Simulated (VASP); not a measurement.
Here is a VASP 6.6.1 calculation.

INCAR

```
SYSTEM = NiMoIrPdW
  PREC = Accurate
  ENCUT = 520
  EDIFF = 1E-6
  ISMEAR = -1
  SIGMA = 0.05
  LREAL = .False.
  LASPH = .True.
  NELM = 150
  ALGO = Fast
  ISIF = 2
  LWAVE = .False.
  LCHARG = .True.
  ISPIN = 2
  MAGMOM = 1 1 0 0.6 0
  LORBIT = 11
  LMAXMIX = 4
  GGA = PE
  LELF = .True.
  LVHAR = .True.
  NBANDS = 40
```

Contents of KPOINTS:

```
Automatic mesh
0
Gamma
  10 10 2
  0 0 0
```

File POSCAR:

```
NiMoIrPdW
1.0
    2.7607800000      0.0000000000      0.0000000000
   -1.3803900000      2.3909000000      0.0000000000
    0.0000000000      0.0000000000     11.3405100000
Ni Mo Pd Ir W
1 1 1 1 1
Direct
    0.0000000000      0.0000000000      0.7091700000
    0.6666700000      0.3333300000      0.2942500000
    0.6666700000      0.3333300000      0.8990100000
    0.0000000000      0.0000000000      0.1060400000
    0.6666700000      0.3333300000      0.5292100000
```

Potentials or basis: VASP PAW PBE potentials, release 64 (Ni, Mo_sv, Pd, Ir, W_sv).

Command:

```console
$ cat potpaw_PBE.64/Ni/POTCAR potpaw_PBE.64/Mo_sv/POTCAR potpaw_PBE.64/Pd/POTCAR potpaw_PBE.64/Ir/POTCAR potpaw_PBE.64/W_sv/POTCAR > POTCAR
$ mpirun -np 1 vasp_std > vasp.out
```

Problem. What does it give for the site moments?

Solution. Ni +0.17; Mo +0.00; Pd +0.00; Ir +0.00; W +0.02 μB.

Problem. What does it give for the pressure?

Solution. 0.3 GPa.

Stress tensor (GPa, compression positive):
```
0.31 0.00 0.00
0.00 0.31 0.00
0.00 0.00 0.22
```
